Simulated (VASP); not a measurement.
Wanted: the native input for a VASP 6.6.1 run.

- Task: single point
- Functional: PBE
- Potentials or basis: VASP PAW PBE potentials, release 64 (N)
- Cutoff: 520 eV
- k mesh: 7 × 7 × 4
- Occupations: fermi-dirac, width 0.05 eV
- Spin: no spin polarisation
- Dipole correction: no
- Further INCAR settings: ALGO = Normal; EDIFF = 1e-07; NBANDS = 18

The structure of N lies in POSCAR:

```
N
1.0
    4.2489640077      0.0000000000      0.0000000000
   -2.1244820039      3.6797107705      0.0000000000
    0.0000000000      0.0000000000      7.1434110127
N
4
Direct
    0.6666666667      0.3333333333      0.6710699600
    0.6666666667      0.3333333333      0.8289300400
    0.3333333333      0.6666666667      0.1710699600
    0.3333333333      0.6666666667      0.3289300400
```

This cell differs from its parent crystal: volume scaled by 1.06.

The input as run:

INCAR

```
PREC = Accurate
ENCUT = 520
EDIFF = 1E-7
ISMEAR = -1
SIGMA = 0.05
LREAL = False
LASPH = True
NELM = 60
ALGO = Normal
ISIF = 2
LWAVE = False
LCHARG = False
GGA = PE
NBANDS = 18
```

KPOINTS

```
regular mesh
0
Gamma
  7 7 4
```

Potentials or basis: VASP PAW PBE potentials, release 64 (N).

The run is started by

```sh
$ cat potpaw_PBE.64/N/POTCAR > POTCAR
$ mpirun -np 1 vasp_std > vasp.out
```

Results of the run:

```yaml
Pressure: -2.2 GPa
Largest_force: 2.067 eV/Å
Band_gap_on_the_k_mesh: 6.90 eV, indirect (least direct gap 7.15 eV)
```

Caveat: the standard files for N, O and F lose accuracy on very short bonds; forces of over 1 eV/Å act on the atoms, so gaps and moduli don't describe the material at rest.

Run time: 86 s on 1 thread of AMD EPYC 7R43 64-Core Processor (Zen 3), on a shared host, peak memory 0.18 GiB.
